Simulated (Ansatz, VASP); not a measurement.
**Pd in VASP and in Ansatz**

```
CELL_PARAMETERS angstrom
0.00000 1.86803 1.86803
1.86803 0.00000 1.86803
1.86803 1.86803 0.00000
ATOMIC_POSITIONS crystal
Pd 0.00000 0.00000 0.00000
```

Alike in both runs: task single point; functional LDA; k mesh 17 × 17 × 17; no spin polarisation.

|  | VASP | Ansatz |
| --- | --- | --- |
| version | VASP 6.6.1 | Ansatz 0.2.0 |
| potentials or method | VASP PAW LDA potentials, release 64 (Pd), cutoff 500 eV | all-electron LAPW, scalar-relativistic |
| occupations | tetrahedron | tetrahedron-uncorrected |

Ansatz gave:

```
gap on the k mesh at the Fermi level (eV) : none
pressure (GPa)                            : 23.6
```

Which values does VASP return?

gap on the k mesh at the Fermi level (eV): none; pressure (GPa): 24.0.

LDA's correlation is that of Perdew and Zunger in VASP and of Perdew and Wang (1992) in Ansatz. A gap of «none» marks a metal or a gap that the smearing closes. Ansatz ran all-electron here, and VASP with PAW potentials. Ansatz's warnings: band table not solved further.
